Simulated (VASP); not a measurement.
# C (R-3m) in VASP: further runs

Runs on C. Level: PBEsol. Tasks: single point.

Program: VASP 6.6.1. These are calculated values, not measurements. Logs are shortened: lines on timing, memory, paths and dates and some standing lists are left out, and cuts for length are marked.

### Step 1. The cell of the first run

It takes space group R-3m (No. 166, trigonal). The conventional cell has a = 2.406 Å, b = 2.406 Å, c = 9.836 Å, α = 90.00°, β = 90.00°, γ = 120.00°. Within 1.9 Å of C (site symmetry 3m) lie 3 C at 1.39 Å.

### Step 2. Single point, PBEsol

Contents of INCAR:

```
PREC = Accurate ; ENCUT = 520
EDIFF = 1E-6 ; ISMEAR = 1
SIGMA = 0.1 ; LREAL = False
LASPH = True ; NELM = 60
ALGO = Normal ; ISIF = 2
LWAVE = False ; LCHARG = True
GGA = PS ; LELF = True
LVHAR = True ; NBANDS = 11
```

Contents of KPOINTS:

```
Automatic mesh
0
Gamma
  11 11 11
```

Contents of POSCAR:

```
C
1.0
    1.2029611291      0.6945265511      3.2786845017
   -1.2029611291      0.6945265511      3.2786845017
    0.0000000000     -1.3890628980      3.2786845017
C
2
Direct
    0.8360000000      0.8360000000      0.8360000000
    0.1640000000      0.1640000000      0.1640000000
```

Potentials or basis: VASP PAW PBE potentials, release 64 (C).

The run is started by

```
> cat potpaw_PBE.64/C/POTCAR > POTCAR
> mpirun -np 1 vasp_std > vasp.out
```

OUTCAR:

```text
PREC = Accurate
   ENCUT = 520
   EDIFF = 1E-6
   ISMEAR = 1
   LREAL = False
   LASPH = True
   NELM = 60
   ISIF = 2
   GGA = PS

 ion  position               nearest neighbor table
   1  0.836  0.836  0.836-   2 1.39   2 1.39   2 1.39
   2  0.164  0.164  0.164-   1 1.39   1 1.39   1 1.39

  LATTYP: Found a trigonal (rhomboedric) cell.
 ALAT       =     3.5607941067
 COS(alpha) =     0.7717349299

  Lattice vectors:

 A1 = (   1.2029611291,   0.6945265511,   3.2786845017)
 A2 = (  -1.2029611291,   0.6945265511,   3.2786845017)
 A3 = (   0.0000000000,  -1.3890628980,   3.2786845017)

Analysis of symmetry for initial positions (statically):
=====================================================================
 Subroutine PRICEL returns:
 Original cell was already a primitive cell.

 Routine SETGRP: Setting up the symmetry group for a
 trigonal (rhombohedral) supercell.

 Subroutine GETGRP returns: Found 12 space group operations
 (whereof 12 operations were pure point group operations)
 out of a pool of 12 trial point group operations.

The static configuration has the point symmetry D_3d.

Analysis of symmetry for dynamics (positions and initial velocities):
=====================================================================
 Subroutine PRICEL returns:
 Original cell was already a primitive cell.

 Routine SETGRP: Setting up the symmetry group for a
 trigonal (rhombohedral) supercell.

 Subroutine GETGRP returns: Found 12 space group operations
 (whereof 12 operations were pure point group operations)
 out of a pool of 12 trial point group operations.

The dynamic configuration has the point symmetry D_3d.

 Subroutine INISYM returns: Found 12 space group operations
 (whereof 12 operations are pure point group operations),
 and found     1 'primitive' translations

----------------------------------------------------------------------------------------

                                     Primitive cell

  volume of cell :      16.4359

  direct lattice vectors                    reciprocal lattice vectors
     1.202961129  0.694526551  3.278684502     0.415641028  0.239970499  0.101667030
    -1.202961129  0.694526551  3.278684502    -0.415641028  0.239970499  0.101667030
     0.000000000 -1.389062898  3.278684502     0.000000000 -0.479940998  0.101666313

  length of vectors
     3.560794107  3.560794107  3.560795950     0.490590959  0.490590959  0.490590869
[... 81 lines left out ...]
   EDIFF  = 0.1E-05   stopping-criterion for ELM
   LREAL  =      F    real-space projection
   EDIFFG = 0.1E-04   stopping-criterion for IOM
   NSW    =      0    number of steps for IOM
   IBRION =     -1    ionic relax: 0-MD 1-quasi-New 2-CG
   NFREE  =      0    steps in history (QN), initial steepest desc. (CG)
   ISIF   =      2    stress and relaxation
   ISYM   =      2    0-nonsym 1-usesym 2-fastsym
   POTIM  = 0.5000    time-step for ionic-motion
   TEBEG  =    0.0;   TEEND  =   0.0 temperature during run
   PSTRESS=    0.0 pullay stress
   NELECT =       8.0000    total number of electrons
   NUPDOWN=      -1.0000    fix difference up-down
   EMIN   =  10.00;   EMAX   =-10.00  energy-range for DOS
   EFERMI =   0.00;   METHOD = LEGACY
   ISMEAR =     1;   SIGMA  =   0.10  broadening in eV -4-tet -1-fermi 0-gaus
   EFERMI_NEDOS =   21; number of points for ismear=-14 and -15
   IALGO  =     38    algorithm
   IMIX   =      4    mixing-type and parameters
     AMIX     =   0.40;   BMIX     =  1.00
     AMIX_MAG =   1.60;   BMIX_MAG =  1.00
  volume/ion in A,a.u.               =       8.22        55.46
  Fermi-wavevector in a.u.,A,eV,Ry     =   1.287776  2.433544 22.563458  1.658367
  Thomas-Fermi vector in A             =   2.419770
   LORBIT       =      0    0 simple, 1 ext, 2 COOP (PROOUT), +10 PAW based schemes
   GGA     = PS    functional components
   LHFCALC =     F    Hartree Fock is set to
   AEXX    =    0.0000 exact exchange contribution
   IVDW    =     0    specifies the selected vdW correction
   LEPSILON=     F    determine dielectric tensor
   LRPA    =     F    only Hartree local field effects (RPA)
 non-spin polarized calculation
 Methfessel and Paxton  Order N= 1 SIGMA  =   0.10
  energy-cutoff  :      520.00
  volume of cell :       16.44
 maximum number of plane-waves:       462
   NGX = 13   NGY = 13   NGZ = 13

 number of electron       8.0000000 magnetization

 Free energy of the ion-electron system (eV)
  ---------------------------------------------------
  ext. energy  EPLUGINS =         0.00000000
  ---------------------------------------------------
  free energy    TOTEN  =       -19.18760414 eV

  energy without entropy =      -19.18765651  energy(sigma->0) =      -19.18762160

 E-fermi :   4.9239     XC(G=0): -10.8617

 val. band max:        4.8396945433   @ k =  -0.1818   0.4545   0.0909
 cond. band min:       5.8134444402   @ k =  -0.1818   0.4545   0.0909
 fundamental gap:      0.9737498969
 Fermi energy:         4.9238730411

 k-point     1 :       0.0000    0.0000    0.0000
  band No.  band energies     occupation
      1     -14.9706      2.00000
      2      -1.6905      2.00000
      3       2.3597      2.00000
      4       2.3597      2.00000
      5       9.1317      0.00000
      6      14.0913      0.00000
      7      14.0913      0.00000
      8      17.5630      0.00000
      9      19.7247      0.00000
     10      28.6639      0.00000
     11      31.9754      0.00000
[... 309 lines left out ...]
 k-point    24 :      -0.1818    0.1818    0.0000
  band No.  band energies     occupation
      1     -12.5273      2.00000
      2      -3.0369      2.00000
      3      -1.7951      2.00000
      4       1.0590      2.00000
      5      10.7841      0.00000
      6      12.4308      0.00000
      7      16.4236      0.00000
      8      18.2802      0.00000
      9      20.7796      0.00000
     10      25.6315      0.00000
     11      29.3361      0.00000

 [... further k-points ...]
[... 5 lines left out ...]
  --------------------------------------------------------------------------------------
  -------------------------------------------------------------------------------------
  Total        3.2510596      3.2510585      0.1494544      0.0000000     -0.0000001     -0.0000000
  in kB      316.9145271    316.9144218     14.5688744      0.0000000     -0.0000145     -0.0000000
  external PRESSURE =     216.1326078 kB  Pullay stress =       0.0000000 kB

 VOLUME and BASIS-vectors are now :
 -----------------------------------------------------------------------------
  energy-cutoff  :      520.00
  volume of cell :       16.44
      direct lattice vectors                 reciprocal lattice vectors
     1.202961129  0.694526551  3.278684502     0.415641028  0.239970499  0.101667030
    -1.202961129  0.694526551  3.278684502    -0.415641028  0.239970499  0.101667030
     0.000000000 -1.389062898  3.278684502     0.000000000 -0.479940998  0.101666313

 POSITION                                       TOTAL-FORCE (eV/Angst)
 -----------------------------------------------------------------------------------
      0.00000     -0.00001      8.22294         0.000000      0.000001     -0.833097
      0.00000     -0.00000      1.61311         0.000000     -0.000001      0.833097
 -----------------------------------------------------------------------------------
    total drift:                                0.000000     -0.000000      0.000000

  FREE ENERGIE OF THE ION-ELECTRON SYSTEM (eV)
  ---------------------------------------------------
  free  energy   TOTEN  =       -19.1876041403 eV

  energy  without entropy=      -19.1876565118  energy(sigma->0) =      -19.18762160
```

stdout:

```text
POSCAR found type information on POSCAR C
 POSCAR found :  1 types and       2 ions
 scaLAPACK will be used
 -----------------------------------------------------------------------------
|                                                                             |
|                                                                             |
|     You enforced a specific xc type in the INCAR file but a different       |
|     I HOPE YOU KNOW WHAT YOU ARE DOING!                                     |
|                                                                             |
 -----------------------------------------------------------------------------

 LDA part: xc-table for (Slater+PW92), standard interpolation
 POSCAR, INCAR and KPOINTS ok, starting setup
 FFT: planning ... GRIDC
 FFT: planning ... GRID_SOFT
 FFT: planning ... GRID
 WAVECAR not read
 entering main loop
```

Run time: 26 s. Hardware: 1 thread of Intel Xeon Platinum 8375C at 2.90GHz (Ice Lake), shared host; peak memory 0.15 GiB.

What came out:

```
Free energy            : -19.1876 eV
Pressure               : 21.6 GPa
Largest force          : 0.833 eV/Å
Band gap on the k mesh : 0.97 eV, direct
```

Forces on the atoms (eV/Å):
```
C    0.000  0.000 -0.833
C    0.000  0.000  0.833
```

Caveat: the PAW data sets were made with another functional, which shifts forces and pressure a little.

### Step 3. Single point, PBEsol

This run uses another cell than the first one, of 8.39 Å³/atom, 1.021 times its volume.

Contents of INCAR:

```
PREC = Accurate ; ENCUT = 520
EDIFF = 1E-6 ; ISMEAR = 1
SIGMA = 0.1 ; LREAL = F
LASPH = T ; NELM = 100
ALGO = Normal ; ISIF = 2
LWAVE = F ; LCHARG = F
GGA = PS ; NBANDS = 11
```

Contents of KPOINTS:

```
regular mesh
0
Gamma
  11 11 11
```

Contents of POSCAR:

```
C
1.0
    1.2114329655      0.6994177443      3.3017745900
   -1.2114329655      0.6994177443      3.3017745900
    0.0000000000     -1.3988453534      3.3017745900
C
2
Direct
    0.8360000000      0.8360000000      0.8360000000
    0.1640000000      0.1640000000      0.1640000000
```

Potentials or basis: VASP PAW PBE potentials, release 64 (C).

The run is started by

```
> cat potpaw_PBE.64/C/POTCAR > POTCAR
> mpirun -np 1 vasp_std > vasp.out
```

OUTCAR:

```text
PREC = Accurate
   ENCUT = 520
   EDIFF = 1E-6
   ISMEAR = 1
   LREAL = F
   LASPH = T
   NELM = 100
   ISIF = 2
   GGA = PS

 ion  position               nearest neighbor table
   1  0.836  0.836  0.836-   2 1.40   2 1.40   2 1.40
   2  0.164  0.164  0.164-   1 1.40   1 1.40   1 1.40

  LATTYP: Found a trigonal (rhomboedric) cell.
 ALAT       =     3.5858709478
 COS(alpha) =     0.7717349299

  Lattice vectors:

 A1 = (   1.2114329655,   0.6994177443,   3.3017745900)
 A2 = (  -1.2114329655,   0.6994177443,   3.3017745900)
 A3 = (   0.0000000000,  -1.3988453534,   3.3017745900)

Analysis of symmetry for initial positions (statically):
=====================================================================
 Subroutine PRICEL returns:
 Original cell was already a primitive cell.

 Routine SETGRP: Setting up the symmetry group for a
 trigonal (rhombohedral) supercell.

 Subroutine GETGRP returns: Found 12 space group operations
 (whereof 12 operations were pure point group operations)
 out of a pool of 12 trial point group operations.

The static configuration has the point symmetry D_3d.
[... 162 lines left out ...]

 val. band max:        4.6469564648   @ k =  -0.1818   0.4545   0.0909
 cond. band min:       5.6116478342   @ k =  -0.1818   0.4545   0.0909
 fundamental gap:      0.9646913694
 Fermi energy:         4.7311278888

 k-point     1 :       0.0000    0.0000    0.0000
  band No.  band energies     occupation
      1     -14.9868      2.00000
      2      -1.7715      2.00000
      3       2.1499      2.00000
      4       2.1499      2.00000
      5       8.9620      0.00000
      6      13.7497      0.00000
      7      13.7497      0.00000
      8      17.1047      0.00000
      9      19.0224      0.00000
     10      28.1762      0.00000
     11      31.4279      0.00000
[... 309 lines left out ...]
 k-point    24 :      -0.1818    0.1818    0.0000
  band No.  band energies     occupation
      1     -12.5742      2.00000
      2      -3.2036      2.00000
      3      -1.9247      2.00000
      4       0.9300      2.00000
      5      10.5039      0.00000
      6      12.2072      0.00000
      7      16.0328      0.00000
      8      17.7620      0.00000
      9      20.4635      0.00000
     10      25.0203      0.00000
     11      28.8443      0.00000

 [... further k-points ...]
[... 5 lines left out ...]
  --------------------------------------------------------------------------------------
  -------------------------------------------------------------------------------------
  Total        2.2010909      2.2010901      0.1273904      0.0000000     -0.0000001      0.0000000
  in kB      210.0931083    210.0930385     12.1593530      0.0000000     -0.0000121      0.0000000
  external PRESSURE =     144.1151666 kB  Pullay stress =       0.0000000 kB

 VOLUME and BASIS-vectors are now :
 -----------------------------------------------------------------------------
  energy-cutoff  :      520.00
  volume of cell :       16.79
      direct lattice vectors                 reciprocal lattice vectors
     1.211432966  0.699417744  3.301774590     0.412734352  0.238292329  0.100956049
    -1.211432966  0.699417744  3.301774590    -0.412734352  0.238292329  0.100956049
     0.000000000 -1.398845353  3.301774590     0.000000000 -0.476584658  0.100955337

 POSITION                                       TOTAL-FORCE (eV/Angst)
 -----------------------------------------------------------------------------------
      0.00000     -0.00001      8.28085         0.000000      0.000001     -0.847802
      0.00000     -0.00000      1.62447         0.000000     -0.000001      0.847802
 -----------------------------------------------------------------------------------
    total drift:                                0.000000     -0.000000      0.000000

  FREE ENERGIE OF THE ION-ELECTRON SYSTEM (eV)
  ---------------------------------------------------
  free  energy   TOTEN  =       -19.2270673090 eV

  energy  without entropy=      -19.2271197467  energy(sigma->0) =      -19.22708479
```

Run time: 39 s. Hardware: 1 thread of Intel Xeon Platinum 8375C at 2.90GHz (Ice Lake), shared host; peak memory 0.15 GiB.

What came out:

| Item | Value |
| --- | --- |
| Free energy | -19.2271 eV |
| Pressure | 14.4 GPa |
| Largest force | 0.848 eV/Å |
| Band gap on the k mesh | 0.96 eV, direct |

Forces on the atoms (eV/Å):
```
C    0.000  0.000 -0.848
C    0.000  0.000  0.848
```

Caveat: the PAW data sets were made with another functional, which shifts forces and pressure a little. A k mesh can miss the band edges.
